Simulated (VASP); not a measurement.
Here is a VASP 6.6.1 calculation.

Contents of INCAR:

```
PREC = Accurate
ENCUT = 520
EDIFF = 1E-7
ISMEAR = 0
SIGMA = 0.1
LREAL = F
LASPH = T
NELM = 100
ALGO = Fast
ISIF = 2
LWAVE = F
LCHARG = F
GGA = CA
NBANDS = 16
```

File KPOINTS:

```
Automatic mesh
0
Gamma
  4 4 6
```

Contents of POSCAR:

```
Al2Cu
1.0
    4.1051820000      0.0000000000      0.0000000000
    0.0000000000      4.1051820000      0.0000000000
    0.0000000000      0.0000000000      2.8913130000
Al Cu
2 1
Direct
    0.5000000000      0.0000000000      0.5000000000
    0.0000000000      0.5000000000      0.5000000000
    0.0000000000      0.0000000000      0.0000000000
```

Potentials or basis: VASP PAW LDA potentials, release 64 (Al, Cu).

The run is started by

```bash
$ cat potpaw_LDA.64/Al/POTCAR potpaw_LDA.64/Cu/POTCAR > POTCAR
$ mpirun -np 1 vasp_std > vasp.out
```

Q: Estimate the pressure.

A: -5.0 GPa.

Q: Estimate the band gap on the k mesh.

A: Zero (an odd number of electrons rules out a gap without spin polarisation).

Stress tensor (GPa, compression positive):
```
-5.98  0.00  0.00
 0.00 -5.98  0.00
 0.00  0.00 -3.10
```

Caveat: the k points lie up to 0.38 Å⁻¹ apart, too coarse for converged energies and pressures of a metal.
